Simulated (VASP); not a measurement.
# HgTe: single point with r2SCAN0

Crystal: HgTe.

```
Hg Te
1.0
    -3.00444    3.00444    1.53833
     3.00444   -3.00444    1.53833
     3.00444    3.00444   -1.53833
Hg Te
1 1
Direct
  0.75000 0.25000 0.50000
  0.00000 0.00000 0.00000
```

| Quantity | Value |
| --- | --- |
| Program | VASP 6.6.1 |
| Task | single point |
| Functional | r2SCAN0 |
| Potentials or basis | VASP PAW PBE potentials, release 64 (Hg, Te) |
| Cutoff | 440 eV |
| k mesh | 5 × 5 × 5 |
| Occupations | fermi-dirac, width 0.05 eV |
| Spin | no spin polarisation |

```yaml
Pressure: -0.4 GPa
Band_gap_on_the_k_mesh: zero (bands 9 and 10 overlap by 2.45 eV)
```

Stress tensor (GPa, compression positive):
```
-2.24  0.00  0.00
 0.00 -2.24  0.00
 0.00  0.00  3.29
```

Levels at points of the mesh, in eV from the Fermi level:
| k point | band 7 | band 8 | band 9 | band 10 | band 11 | band 12 |
| --- | --- | --- | --- | --- | --- | --- |
| (0.00, 0.00, 0.00) | -3.91 | -3.43 | -3.43 | 4.88 | 5.68 | 8.61 |

It took 15 min on 1 thread of Intel(R) Xeon(R) 6975P-C (Granite Rapids) (shared host), peak memory 0.2 GiB.

Caveat: the k points lie up to 0.46 Å⁻¹ apart, too coarse for converged energies and pressures of a metal; the PAW data sets were made with another functional, which shifts forces and pressure a little; spin-orbit coupling is left out, which moves the levels of the heavy elements.
